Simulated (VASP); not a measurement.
A run of VASP 6.6.1 is set up as follows.

INCAR

```
PREC     = Accurate       # precision mode
ENCUT    = 600            # plane-wave cutoff, eV
EDIFF    = 1E-7           # SCF threshold, eV
ISMEAR   = 0              # smearing method
SIGMA    = 0.1            # smearing width, eV
LREAL    = F              # projectors in reciprocal space
LASPH    = T              # aspherical terms in the spheres
NELM     = 120            # most SCF steps
ALGO     = Normal         # electronic algorithm
ISIF     = 3              # what is computed and relaxed
LWAVE    = F              # write WAVECAR
LCHARG   = F              # write CHGCAR
GGA      = PE             # functional
IBRION   = 2              # ionic algorithm
NSW      = 90             # ionic steps
EDIFFG   = -0.04          # ionic threshold
GGA_COMPAT= F            
NELMIN   = 4
```

KPOINTS

```
regular mesh
0
Gamma
  4 4 4
```

File POSCAR:

```
W3N
1.0
    3.7761535285      0.0000000000      0.0000000000
    0.0000000000      3.7761535285      0.0000000000
    0.0000000000      0.0000000000      3.7761535285
W N
3 1
Direct
    0.0000000000      0.5000000000      0.5000000000
    0.5000000000      0.0000000000      0.5000000000
    0.5000000000      0.5000000000      0.0000000000
    0.0000000000      0.0000000000      0.0000000000
```

Potentials or basis: VASP PAW PBE potentials, release 64 (W_sv, N).

Launch:

```sh
$ cat potpaw_PBE.64/W_sv/POTCAR potpaw_PBE.64/N/POTCAR > POTCAR
$ mpirun -np 1 vasp_std > vasp.out
```

Predict the relaxed cell.

a = 3.871 Å, b = 3.871 Å, c = 3.871 Å, α = 90.00°, β = 90.00°, γ = 90.00°.

Estimate the space group after relaxing (to 0.1 Å).

Pm-3m (No. 221).

Step by step:
```
step  energy change (eV)  largest force (eV/Å)  pressure (GPa)  volume (Å³)
   1              0.0000                0.0000           20.83        53.85
   2              0.8925                0.0000          -29.86        68.66
   3             -0.2540                0.0000           -0.95        58.22
   4             -0.2547                0.0000           -0.06        58.01
```

Caveat: the k points lie up to 0.41 Å⁻¹ apart in the final cell, too coarse for converged energies and pressures of a metal.
